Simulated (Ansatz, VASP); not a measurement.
## Two plane-wave programs on CdI

The input INCAR:

```
SYSTEM = CdI
  ALGO = Normal
  EDIFF = 1E-6
  EDIFFG = -0.01
  ENCUT = 600
  GGA = PE
  IBRION = 2
  ISIF = 3
  ISMEAR = 0
  LASPH = .TRUE.
  LCHARG = .FALSE.
  LREAL = .FALSE.
  LWAVE = .FALSE.
  NELM = 100
  NSW = 100
  PREC = Accurate
  SIGMA = 0.1
```

The input KPOINTS:

```
k-points
0
G
  14 14 14
  0 0 0
```

The input POSCAR:

```
CdI
1.0
    4.0844652292      0.0000000000      0.0000000000
    0.0000000000      4.0844652292      0.0000000000
    0.0000000000      0.0000000000      4.0844652292
Cd I
1 1
Direct
    0.0000000000      0.0000000000      0.0000000000
    0.5000000000      0.5000000000      0.5000000000
```

Input for Ansatz:

```yaml
crystal:
  lattice:
    - [4.0844652292, 0.0, 0.0]
    - [0.0, 4.0844652292, 0.0]
    - [0.0, 0.0, 4.0844652292]
  atoms:
    - { symbol: Cd, position: [0.0, 0.0, 0.0] }
    - { symbol: I, position: [0.5, 0.5, 0.5] }
basis:
  ecutwfc: 420
kpoints:
  mp_grid: { grid: [14, 14, 14] }
hamiltonian:
  xc: pbe
scf:
  occupations: { method: gaussian, width: 0.1 }
output:
  forces: true
  stress: true
  eigenvalues: true
relax:
  adjacent_minimum: "off"
  f_tol: 0.01
  max_steps: 80
  cell: { stress_tol: 0.05 }
```

Alike in both runs: task relaxation of cell and atoms; functional PBE; k mesh 14 × 14 × 14; occupations gaussian, width 0.1 eV; no spin polarisation.

|  | VASP | Ansatz |
| --- | --- | --- |
| version | VASP 6.6.1 | Ansatz 0.2.0 |
| potentials or method | VASP PAW PBE potentials, release 64 (Cd, I), cutoff 600 eV | scalar-relativistic, plane waves, PAW |
| valence electrons in the cell | 19 | 37 |

```csv
,VASP,Ansatz,Ansatz less VASP
"gap on the k mesh at the Fermi level, each at its own relaxed structure (eV)",none,none,-
relaxed volume (Å³/atom),31.34,31.33,-0.017
relaxed length of the cell vector where the two differ most in proportion (Å),3.972,3.972,-0.0007
```

A gap of «none» marks a metal or a gap that the smearing closes. VASP's potentials hold 19 valence electrons a cell and Ansatz's 37, so a difference there can come from the potentials and not from the codes.

Spin-orbit coupling is off throughout.
